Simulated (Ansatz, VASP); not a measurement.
# Ti: VASP beside Ansatz

```xyz
1
Lattice="0.0000 2.0870 2.0870 2.0300 0.0570 2.0300 2.0300 2.0300 0.0570" Properties=species:S:1:pos:R:3 pbc="T T T"
Ti    0.0000    0.0000    0.0000
```

Change from the starting cell: strain +0.0562 x Voigt [0, 0, 0, 1, 0, 0], atoms carried along.

Alike in both runs: task single point; functional PBEsol; k mesh 20 × 20 × 20; occupations gaussian, width 0.15 eV; no spin polarisation.

|  | VASP | Ansatz |
| --- | --- | --- |
| version | VASP 6.6.1 | Ansatz 0.2.0 |
| potentials or method | VASP PAW PBE potentials, release 64 (Ti_sv), cutoff 520 eV | scalar-relativistic, plane waves, PAW |
| valence electrons in the cell | 12 | 12 |

Ansatz gave:

| Property | Result |
| --- | --- |
| gap on the k mesh at the Fermi level (eV) | none |
| pressure (GPa) | -0.1 |
| traceless stress, the component that is largest in VASP (GPa) | -3.32 |

**Question.** Estimate VASP's values.

**Answer.** gap on the k mesh at the Fermi level (eV): none; pressure (GPa): -0.4; traceless stress, the component that is largest in VASP (GPa): -3.30.

VASP's potentials were made for PBE, not for PBEsol. A gap of «none» marks a metal or a gap that the smearing closes. The functional is the same, so the differences come from potentials, cutoffs and numerics.
